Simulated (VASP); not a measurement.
A run of VASP 6.6.1 is set up as follows.

File INCAR:

```
PREC = Accurate ; ENCUT = 500
EDIFF = 1E-6 ; ISMEAR = -1
SIGMA = 0.02 ; LREAL = F
LASPH = T ; NELM = 120
ALGO = Normal ; ISIF = 2
LWAVE = F ; LCHARG = F
GGA = CA ; NBANDS = 36
GGA_COMPAT = F
```

KPOINTS

```
regular mesh
0
Gamma
  6 6 6
```

POSCAR

```
ZnSiP2
1.0
   -2.6530393642      2.6530393642      5.1913261861
    2.6530393642     -2.6530393642      5.1913261861
    2.6530393642      2.6530393642     -5.1913261861
Zn P Si
2 4 2
Direct
    0.0000000000      0.0000000000      0.0000000000
    0.7500000000      0.2500000000      0.5000000000
    0.3750000000      0.3878675686      0.5128675686
    0.1378675686      0.6250000000      0.0128675686
    0.8750000000      0.8621324314      0.4871324314
    0.6121324314      0.1250000000     -0.0128675686
    0.5000000000      0.5000000000      0.0000000000
    0.2500000000      0.7500000000      0.5000000000
```

Potentials or basis: VASP PAW LDA potentials, release 64 (Zn, P, Si).

Command:

```bash
$ cat potpaw_LDA.64/Zn/POTCAR potpaw_LDA.64/P/POTCAR potpaw_LDA.64/Si/POTCAR > POTCAR
$ mpirun -np 1 vasp_std > vasp.out
```

Question: Estimate the band gap on the k mesh.

Answer: 1.12 eV.

Question: Predict the largest force.

Answer: 0.033 eV/Å.

Forces on the atoms (eV/Å):
```
Zn   0.000  0.000  0.000
Zn   0.000  0.000  0.000
P    0.033  0.000  0.000
P    0.000  0.033  0.000
P   -0.033  0.000  0.000
P    0.000 -0.033  0.000
Si   0.000  0.000  0.000
Si   0.000  0.000  0.000
```

A k mesh can miss the band edges.
